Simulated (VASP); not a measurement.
# P (P2/m) in VASP: a series of runs, part 2 of 2

VASP 6.6.1.

### 4 Relaxation of shape and atoms at fixed volume, PBE (19.34 Å³/atom)

This run uses another cell than the first one, of 19.34 Å³/atom.

File INCAR:

```
  PREC = Accurate
  ENCUT = 600
  EDIFF = 1E-6
  ISMEAR = 0
  SIGMA = 0.01
  LREAL = F
  LASPH = T
  NELM = 80
  ALGO = Normal
  ISIF = 4
  LWAVE = F
  LCHARG = F
  GGA = PE
  IBRION = 2
  NSW = 50
  EDIFFG = -0.01
```

File KPOINTS:

```
Automatic mesh
0
Gamma
  8 10 6
```

File POSCAR:

```
P
1.0
    4.4155553973      0.0000000000      0.0154677632
    0.0000000000      3.2656704914      0.0000000000
   -1.2406199550      0.0000000000      5.3594914571
P
4
Direct
    0.5302592344      0.0000000000      0.8030638229
    0.1351985411      0.5000000000      0.1970940900
    0.4697407656      0.0000000000      0.1969361771
    0.8648014589      0.5000000000      0.8029059100
```

Potentials or basis: VASP PAW PBE potentials, release 64 (P).

The run is started by

```sh
$ cat potpaw_PBE.64/P/POTCAR > POTCAR
$ mpirun -np 1 vasp_std > vasp.out
```

OUTCAR:

```text
PREC = Accurate
   ENCUT = 600
   EDIFF = 1E-6
   ISMEAR = 0
   LREAL = F
   LASPH = T
   NELM = 80
   ISIF = 4
   GGA = PE
   IBRION = 2
   NSW = 50
   EDIFFG = -0.01

 ion  position               nearest neighbor table
   1  0.530  0.000  0.803-   4 2.20   4 2.20   3 2.24
   2  0.135  0.500  0.197-   3 2.20   3 2.20   4 2.23
   3  0.470  0.000  0.197-   2 2.20   2 2.20   1 2.24
   4  0.865  0.500  0.803-   1 2.20   1 2.20   2 2.23

  LATTYP: Found a simple monoclinic cell.
 ALAT       =     4.4155824891
 B/A-ratio  =     0.7395786398
 C/A-ratio  =     1.2458622955
 COS(beta)  =    -0.2221036053

  Lattice vectors:

 A1 = (   4.4155553973,   0.0000000000,   0.0154677632)
 A2 = (   0.0000000000,   3.2656704914,   0.0000000000)
 A3 = (  -1.2406199550,   0.0000000000,   5.3594914571)

Analysis of symmetry for initial positions (statically):
=====================================================================
 Subroutine PRICEL returns:
 Original cell was already a primitive cell.

 Routine SETGRP: Setting up the symmetry group for a
 simple monoclinic supercell.

 Subroutine GETGRP returns: Found  4 space group operations
 (whereof  4 operations were pure point group operations)
 out of a pool of  4 trial point group operations.

The static configuration has the point symmetry C_2h.

Analysis of symmetry for dynamics (positions and initial velocities):
=====================================================================
 Subroutine PRICEL returns:
 Original cell was already a primitive cell.

 Routine SETGRP: Setting up the symmetry group for a
 simple monoclinic supercell.

 Subroutine GETGRP returns: Found  4 space group operations
 (whereof  4 operations were pure point group operations)
 out of a pool of  4 trial point group operations.

The dynamic configuration has the point symmetry C_2h.

 Subroutine INISYM returns: Found  4 space group operations
 (whereof  4 operations are pure point group operations),
 and found     1 'primitive' translations

----------------------------------------------------------------------------------------

                                     Primitive cell

  volume of cell :      77.3452

  direct lattice vectors                    reciprocal lattice vectors
     4.415555397  0.000000000  0.015467763     0.226288583  0.000000000  0.052381487
     0.000000000  3.265670491  0.000000000     0.000000000  0.306215830  0.000000000
    -1.240619955  0.000000000  5.359491457    -0.000653080  0.000000000  0.186433691

  length of vectors
     4.415582489  3.265670491  5.501207736     0.232272132  0.306215830  0.186434835

  position of ions in fractional coordinates (direct lattice)
     0.530259234  0.000000000  0.803063823
     0.135198541  0.500000000  0.197094090
     0.469740766  0.000000000  0.196936177
     0.864801459  0.500000000  0.802905910

  ion indices of the primitive-cell ions
   primitive index   ion index
                 1           1
                 2           2
                 3           3
                 4           4

----------------------------------------------------------------------------------------

 KPOINTS: Automatic mesh

Automatic generation of k-mesh.
[... 54 lines left out ...]
   NGX,Y,Z   is equivalent  to a cutoff of  13.55, 14.25, 14.51 a.u.
   NGXF,Y,Z  is equivalent  to a cutoff of  27.11, 28.51, 29.01 a.u.
 SYSTEM =  unknown system
   PREC   = accura    normal or accurate (medium, high low for compatibility)
   ISTART =      0    job   : 0-new  1-cont  2-samecut
   ICHARG =      2    charge: 1-file 2-atom 10-const
   ISPIN  =      1    spin polarized calculation?
   LNONCOLLINEAR =      F non collinear calculations
   LSORBIT =      F    spin-orbit coupling
   LASPH  =      T    aspherical Exc in radial PAW
   ENCUT  =  600.0 eV  44.10 Ry    6.64 a.u.   8.82  6.52 10.99*2*pi/ulx,y,z
   NELM   =     80;   NELMIN=  2; NELMDL= -5     # of ELM steps
   EDIFF  = 0.1E-05   stopping-criterion for ELM
   LREAL  =      F    real-space projection
   EDIFFG = -.1E-01   stopping-criterion for IOM
   NSW    =     50    number of steps for IOM
   IBRION =      2    ionic relax: 0-MD 1-quasi-New 2-CG
   NFREE  =      1    steps in history (QN), initial steepest desc. (CG)
   ISIF   =      4    stress and relaxation
   ISYM   =      2    0-nonsym 1-usesym 2-fastsym
   POTIM  = 0.5000    time-step for ionic-motion
   TEBEG  =    0.0;   TEEND  =   0.0 temperature during run
   PSTRESS=    0.0 pullay stress
   NELECT =      20.0000    total number of electrons
   NUPDOWN=      -1.0000    fix difference up-down
   EMIN   =  10.00;   EMAX   =-10.00  energy-range for DOS
   EFERMI =   0.00;   METHOD = LEGACY
   ISMEAR =     0;   SIGMA  =   0.01  broadening in eV -4-tet -1-fermi 0-gaus
   EFERMI_NEDOS =   21; number of points for ismear=-14 and -15
   IALGO  =     38    algorithm
   IMIX   =      4    mixing-type and parameters
     AMIX     =   0.40;   BMIX     =  1.00
     AMIX_MAG =   1.60;   BMIX_MAG =  1.00
  volume/ion in A,a.u.               =      19.34       130.49
  Fermi-wavevector in a.u.,A,eV,Ry     =   1.042975  1.970936 14.800363  1.087796
  Thomas-Fermi vector in A             =   2.177663
   LORBIT       =      0    0 simple, 1 ext, 2 COOP (PROOUT), +10 PAW based schemes
   GGA     = PE    functional components
   LHFCALC =     F    Hartree Fock is set to
   AEXX    =    0.0000 exact exchange contribution
   IVDW    =     0    specifies the selected vdW correction
   LEPSILON=     F    determine dielectric tensor
   LRPA    =     F    only Hartree local field effects (RPA)
 conjugate gradient relaxation of ions
 non-spin polarized calculation
 Gauss-broadening in eV      SIGMA  =   0.01
  energy-cutoff  :      600.00
  volume of cell :       77.35
 maximum number of plane-waves:      2611
   NGX = 17   NGY = 13   NGZ = 21

--------------------------------------- Ionic step        1  -------------------------------------------

 number of electron      19.9999999 magnetization

 Free energy of the ion-electron system (eV)
  ---------------------------------------------------
  ext. energy  EPLUGINS =         0.00000000
  ---------------------------------------------------
  free energy    TOTEN  =       -21.43857775 eV

  energy without entropy =      -21.43853866  energy(sigma->0) =      -21.43855820

------------------------ aborting loop because EDIFF is reached ----------------------------------------

  FORCE on cell =-STRESS in cart. coord.  units (eV):
  Direction    XX          YY          ZZ          XY          YZ          ZX
  --------------------------------------------------------------------------------------
  -------------------------------------------------------------------------------------
  Total        1.6188615      2.0316113      1.5624276      0.0000000      0.0000000     -0.0171040
  in kB       33.5341243     42.0840871     32.3651174      0.0000000      0.0000000     -0.3543031
  external PRESSURE =      35.9944429 kB  Pullay stress =       0.0000000 kB
[... 215 lines left out ...]
--------------------------------------- Ionic step        7  -------------------------------------------

 number of electron      19.9999998 magnetization

 Free energy of the ion-electron system (eV)
  ---------------------------------------------------
  ext. energy  EPLUGINS =         0.00000000
  ---------------------------------------------------
  free energy    TOTEN  =       -21.45087855 eV

  energy without entropy =      -21.45079438  energy(sigma->0) =      -21.45083647

 E-fermi :   5.9195     XC(G=0):  -9.7396

 val. band max:        5.9186531131   @ k =  -0.1250   0.0000   0.3333
 cond. band min:       5.9202712308   @ k =   0.3750   0.0000   0.3333
 fundamental gap:      0.0016181177
 Fermi energy:         5.9194645932

 k-point     1 :       0.0000    0.0000    0.0000
  band No.  band energies     occupation
      1      -9.4004      2.00000
      2      -6.4059      2.00000
      3      -3.0267      2.00000
      4      -0.6901      2.00000
      5       1.2690      2.00000
      6       1.5365      2.00000
      7       2.2981      2.00000
      8       3.3955      2.00000
      9       4.2278      2.00000
     10       5.7967      2.00000
     11       7.1733      0.00000
     12       7.9226      0.00000
     13       8.8234      0.00000
     14       9.4256      0.00000
[... 377 lines left out ...]
      1      -6.8649      2.00000
      2      -5.9880      2.00000
      3      -3.8807      2.00000
      4      -2.9024      2.00000
      5       0.0301      2.00000
      6       0.6363      2.00000
      7       1.6826      2.00000
      8       2.3621      2.00000
      9       3.3510      2.00000
     10       4.1110      2.00000
     11       7.6838      0.00000
     12       8.6830      0.00000
     13       9.3114      0.00000
     14       9.9820      0.00000

 [... further k-points ...]
[... 5 lines left out ...]
  --------------------------------------------------------------------------------------
  -------------------------------------------------------------------------------------
  Total        0.8260984      0.8392566      0.8673491      0.0000000      0.0000000     -0.0121433
  in kB       17.1123261     17.3848937     17.9668198      0.0000000      0.0000000     -0.2515438
  external PRESSURE =      17.4880132 kB  Pullay stress =       0.0000000 kB
[... 19 lines left out ...]
  FREE ENERGIE OF THE ION-ELECTRON SYSTEM (eV)
  ---------------------------------------------------
  free  energy   TOTEN  =       -21.4508785509 eV

  energy  without entropy=      -21.4507943804  energy(sigma->0) =      -21.45083647

 reached required accuracy - stopping structural energy minimisation
```

OSZICAR:

```text
N       E                     dE             d eps       ncg     rms          rms(c)
DAV:   1     0.799878844905E+02    0.79988E+02   -0.92925E+03  4368   0.136E+03
DAV:   2    -0.162534615661E+02   -0.96241E+02   -0.93491E+02  5632   0.196E+02
DAV:   3    -0.215410332364E+02   -0.52876E+01   -0.52519E+01  6012   0.485E+01
[... 47 lines left out ...]
       N       E                     dE             d eps       ncg     rms          rms(c)
DAV:   1    -0.214508823618E+02   -0.88879E-05   -0.41280E-04  4410   0.121E-01    0.170E-02
DAV:   2    -0.214508803823E+02    0.19794E-05   -0.25919E-05  6036   0.369E-02    0.659E-03
DAV:   3    -0.214508788000E+02    0.15823E-05   -0.26105E-06  3568   0.111E-02    0.353E-03
DAV:   4    -0.214508785509E+02    0.24912E-06   -0.14852E-06  2478   0.804E-03
   7 F= -.21450879E+02 E0= -.21450836E+02  d E =-.999556E-04
```

CONTCAR:

```text
P
   1.00000000000000
     4.3857723558352575    0.0000000000000000    0.0106461916446743
     0.0000000000000000    3.3009295561758916    0.0000000000000000
    -1.2380289698287597    0.0000000000000000    5.3395738411323688
  P
     4
Direct
     0.5267872231312747    0.0000000000000000    0.7991842585560640
     0.1337414822866776    0.5000000000000000    0.2005868530325040
     0.4732127768687253    0.0000000000000000    0.2008157414439360
     0.8662585177133224    0.5000000000000000    0.7994131469674961

  0.00000000E+00  0.00000000E+00  0.00000000E+00
  0.00000000E+00  0.00000000E+00  0.00000000E+00
  0.00000000E+00  0.00000000E+00  0.00000000E+00
  0.00000000E+00  0.00000000E+00  0.00000000E+00
```

Run time: 4.7 min. Hardware: 1 thread of Intel Xeon Platinum 8488C (Sapphire Rapids), shared host; peak memory 0.31 GiB.

Results:

* Free energy: -21.4509 eV
* Energy gained by relaxing: 3.1 meV/atom
* Ionic steps: 7
* Pressure after relaxing: 1.7 GPa
* Largest force after relaxing: 0.006 eV/Å
* Band gap on the k mesh: zero (bands 10 and 11 overlap by 0.08 eV)

Forces on the atoms (eV/Å):
```
P   -0.006  0.000 -0.003
P   -0.002  0.000  0.001
P    0.006  0.000  0.003
P    0.002  0.000 -0.001
```

Step by step:
| step | energy change (eV) | largest force (eV/Å) | pressure (GPa) | volume (Å³) |
| --- | --- | --- | --- | --- |
| 1 | 0.0000 | 0.2360 | 3.60 | 77.35 |
| 2 | -0.0086 | 0.1085 | 2.68 | 77.35 |
| 3 | -0.0103 | 0.1125 | 2.05 | 77.35 |
| 4 | -0.0122 | 0.0416 | 1.76 | 77.35 |
| 5 | -0.0122 | 0.0286 | 1.79 | 77.35 |
| 6 | -0.0123 | 0.0068 | 1.74 | 77.35 |
| 7 | -0.0123 | 0.0064 | 1.75 | 77.35 |

Final structure:
```cif
data_structure
_symmetry_space_group_name_H-M 'P 1'
_symmetry_Int_Tables_number 1
_cell_length_a 4.3858
_cell_length_b 3.3009
_cell_length_c 5.4812
_cell_angle_alpha 90.000
_cell_angle_beta 102.915
_cell_angle_gamma 90.000
_cell_volume 77.35
loop_
_atom_site_label
_atom_site_type_symbol
_atom_site_fract_x
_atom_site_fract_y
_atom_site_fract_z
_atom_site_occupancy
P1 P 0.52679 0.00000 0.79918 1
P2 P 0.13374 0.50000 0.20059 1
P3 P 0.47321 0.00000 0.20082 1
P4 P 0.86626 0.50000 0.79941 1
```

Caveat: this functional lacks dispersion, which binds layers or chains, so the pressure and a relaxed spacing across them are unreliable.

### 5 Overview

| task | cell | cutoff (eV) | gap on the mesh (eV) | pressure (GPa) | largest force (eV/Å) |
| --- | --- | --- | --- | --- | --- |
| single point | a = 4.632, b = 3.305, c = 6.198 Å, angles 90.0, 100.9, 90.0°, 4 atoms, atomic positions A | 520 | 0.46 | -0.5 | 0.05 |
| single point | a = 4.647, b = 3.304, c = 6.402 Å, angles 90.0, 100.4, 90.0°, 4 atoms, atomic positions B | 520 | 0.53 | -0.5 | 0.05 |
| relaxation of shape and atoms at fixed volume | relaxed from a = 4.416, b = 3.266, c = 5.501 Å, angles 90.0, 102.8, 90.0°, 4 atoms, atomic positions C | 600 | none | 1.7 | 0.01 |

Alike in all rows: level PBE; potentials or basis VASP PAW PBE potentials, release 64 (P); no spin polarisation; k mesh 8 × 10 × 6; smearing gaussian 0.01 eV.

Caveats: this functional lacks dispersion, which binds layers or chains, so the pressure and a relaxed spacing across them are unreliable.

Total energies depend on the potentials used, so only differences within one code and one set of settings carry meaning.
